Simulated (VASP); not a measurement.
A run of VASP 6.6.1:

Contents of INCAR:

```
SYSTEM = CsCl
PREC = Accurate ; ENCUT = 500
EDIFF = 1E-6 ; ISMEAR = 0
SIGMA = 0.05 ; LREAL = .FALSE.
LASPH = .TRUE. ; NELM = 120
ALGO = Normal ; ISIF = 2
LWAVE = .FALSE. ; LCHARG = .TRUE.
GGA = PS ; LELF = .TRUE.
LVHAR = .TRUE. ; NBANDS = 15
GGA_COMPAT = .FALSE.
```

KPOINTS

```
Automatic mesh
0
G
  6 6 6
  0 0 0
```

The input POSCAR:

```
CsCl
1.0
   -1.4741076284      2.9482152568      2.9482152568
    2.9482152568     -1.4741076284      2.9482152568
    2.9482152568      2.9482152568     -1.4741076284
Cs Cl
1 1
Direct
    0.0000000000      0.0000000000      0.0000000000
    0.5000000000      0.5000000000      0.5000000000
```

Potentials or basis: VASP PAW PBE potentials, release 64 (Cs_sv, Cl).

The run is started by

```console
$ cat potpaw_PBE.64/Cs_sv/POTCAR potpaw_PBE.64/Cl/POTCAR > POTCAR
$ mpirun -np 1 vasp_std > vasp.out
```

Hardware: 1 thread of AMD EPYC 7R13, on a shared host.

Estimate the wall time of this run.

Wall time 32 s on 1 thread of AMD EPYC 7R13 (shared host), peak memory 0.15 GiB. Counts: scf iterations 13, k points 20.
